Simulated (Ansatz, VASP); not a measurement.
# Be2Si3: VASP beside Ansatz

```
Be Si
1.0
     1.47222    0.84999    8.53970
    -1.47222    0.84999    8.53970
     0.00000   -1.69998    8.53970
Be Si
2 3
Direct
  0.39922 0.39922 0.39922
  0.60078 0.60078 0.60078
  0.00000 0.00000 0.00000
  0.20249 0.20249 0.20249
  0.79751 0.79751 0.79751
```

Alike in both runs: functional PBE; k mesh 12 × 12 × 12; occupations gaussian, width 0.1 eV; no spin polarisation.

Ansatz relaxed the structure, and its values are those at the end. VASP's run is a single point on that final structure, the one shown.

|  | VASP | Ansatz |
| --- | --- | --- |
| version | VASP 6.6.1 | Ansatz 0.2.0 |
| potentials or method | VASP PAW PBE potentials, release 64 (Be, Si), cutoff 520 eV | scalar-relativistic, plane waves, PAW |
| valence electrons in the cell | 16 | 16 |

```csv
,VASP,Ansatz,Ansatz less VASP
gap on the k mesh at the Fermi level (eV),none,none,-
pressure (GPa),0.0,0.0,+0.01
```

A gap of «none» marks a metal or a gap that the smearing closes. The functional is the same, so the differences come from potentials, cutoffs and numerics.
